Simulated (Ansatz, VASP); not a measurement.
# Two plane-wave programs on PtS2

INCAR

```
PREC     = Accurate       # precision mode
ENCUT    = 500            # plane-wave cutoff, eV
EDIFF    = 1E-7           # SCF threshold, eV
ISMEAR   = -1             # smearing method
SIGMA    = 0.15           # smearing width, eV
LREAL    = F              # projectors in reciprocal space
LASPH    = T              # aspherical terms in the spheres
NELM     = 120            # most SCF steps
ALGO     = Normal         # electronic algorithm
ISIF     = 3              # what is computed and relaxed
LWAVE    = F              # write WAVECAR
LCHARG   = F              # write CHGCAR
IBRION   = 2              # ionic algorithm
NSW      = 80             # ionic steps
EDIFFG   = -0.001         # ionic threshold
GGA_COMPAT= F            
NELMIN   = 4
```

File KPOINTS:

```
Automatic mesh
0
Gamma
  15 15 10
```

File POSCAR:

```
PtS2
1.0
    3.5623555138      0.0000000000      0.0000000000
   -1.7811777569      3.0850903722      0.0000000000
    0.0000000000      0.0000000000      4.5266790063
Pt S
1 2
Direct
    0.0000000000      0.0000000000      0.0000000000
    0.3333333333      0.6666666667      0.2622765045
    0.6666666667      0.3333333333      0.7377234955
```

Input for Ansatz:

```yaml
crystal:
  lattice:
    - [3.5623555138, 0.0, 0.0]
    - [-1.7811777569, 3.0850903722, 0.0]
    - [0.0, 0.0, 4.5266790063]
  atoms:
    - { symbol: Pt, position: [0.0, 0.0, 0.0] }
    - { symbol: S, position: [0.3333333333, 0.6666666667, 0.2622765045] }
    - { symbol: S, position: [0.6666666667, 0.3333333333, 0.7377234955] }
basis:
  ecutwfc: 420
kpoints:
  mp_grid: { grid: [15, 15, 10] }
hamiltonian:
  xc: lda
  pseudopotentials: { kind: paw }
scf:
  occupations: { method: fermi_dirac, width: 0.15 }
output:
  forces: true
  stress: true
  eigenvalues: true
relax:
  adjacent_minimum: "off"
  f_tol: 0.001
  max_steps: 60
  cell: { stress_tol: 0.01 }
```

Alike in both runs: task relaxation of cell and atoms; functional LDA; k mesh 15 × 15 × 10; occupations fermi-dirac, width 0.15 eV; no spin polarisation.

|  | VASP | Ansatz |
| --- | --- | --- |
| version | VASP 6.6.1 | Ansatz 0.2.0 |
| potentials or method | VASP PAW LDA potentials, release 64 (Pt, S), cutoff 500 eV | scalar-relativistic, plane waves, PAW |
| valence electrons in the cell | 22 | 30 |

```csv
,VASP,Ansatz,Ansatz less VASP
"gap on the k mesh at the Fermi level, each at its own relaxed structure (eV)",none,none,-
relaxed volume (Å³/atom),16.55,16.54,-0.005
relaxed cell length with the largest relative difference (Å),4.515,4.512,-0.0024
```

LDA's correlation is that of Perdew and Zunger in VASP and of Perdew and Wang (1992) in Ansatz. A gap of «none» marks a metal or a gap that the smearing closes. VASP's potentials hold 22 valence electrons a cell and Ansatz's 30, so a difference there can come from the potentials and not from the codes.

Spin-orbit coupling is off throughout.
